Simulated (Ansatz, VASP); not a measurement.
## One calculation of Ta, two programs

Contents of INCAR:

```
SYSTEM = Ta
PREC = Accurate ; ENCUT = 520
EDIFF = 1E-7 ; ISMEAR = -1
SIGMA = 0.1 ; LREAL = .FALSE.
LASPH = .TRUE. ; NELM = 100
ALGO = Normal ; ISIF = 2
LWAVE = .FALSE. ; LCHARG = .TRUE.
GGA = PS ; LELF = .TRUE.
LVHAR = .TRUE. ; NBANDS = 18
```

The input KPOINTS:

```
Automatic mesh
0
G
  10 10 10
  0 0 0
```

The input POSCAR:

```
Ta
1.0
    0.0000000000      2.8770895822      2.8770895822
    2.8770895822      0.0000000000      2.8770895822
    2.8770895822      2.8770895822      0.0000000000
Ta
2
Direct
    0.1250000000      0.1250000000      0.1250000000
    0.8750000000      0.8750000000      0.8750000000
```

Input for Ansatz:

```yaml
crystal:
  lattice:
    - [0.0, 2.8770895822, 2.8770895822]
    - [2.8770895822, 0.0, 2.8770895822]
    - [2.8770895822, 2.8770895822, 0.0]
  atoms:
    - { symbol: Ta, position: [0.125, 0.125, 0.125] }
    - { symbol: Ta, position: [0.875, 0.875, 0.875] }
hamiltonian:
  xc: pbesol
  pseudopotentials:
    kind: paw
    azcp:
      Ta: "pseudopotentials/Ta.paw.azcp"
basis:
  ecutwfc: 420
  fft_grid_basis: typed
kpoints:
  mp_grid: { grid: [10, 10, 10], shift: [0, 0, 0] }
magnetization:
  spin_polarized: false
scf:
  occupations: { method: fermi_dirac, width: 0.1 }
  lower_state_search: "off"
output:
  stress: true
```

Alike in both runs: task single point; functional PBEsol; k mesh 10 × 10 × 10; occupations fermi-dirac, width 0.1 eV; no spin polarisation.

|  | VASP | Ansatz |
| --- | --- | --- |
| version | VASP 6.6.1 | Ansatz 0.2.0 |
| potentials or method | VASP PAW PBE potentials, release 64 (Ta_pv), cutoff 520 eV | plane waves (420 eV) with PAW, scalar-relativistic |
| valence electrons in the cell | 22 | 26 |

|  | VASP | Ansatz | Ansatz less VASP |
| --- | --- | --- | --- |
| pressure (GPa) | 12.3 | 11.9 | -0.41 |

VASP's potentials were made for PBE, not for PBEsol, and Ansatz warns of the same on its side. VASP's potentials hold 22 valence electrons a cell and Ansatz's 26, so a difference there can come from the potentials and not from the codes.

Neither program's run includes spin-orbit coupling.
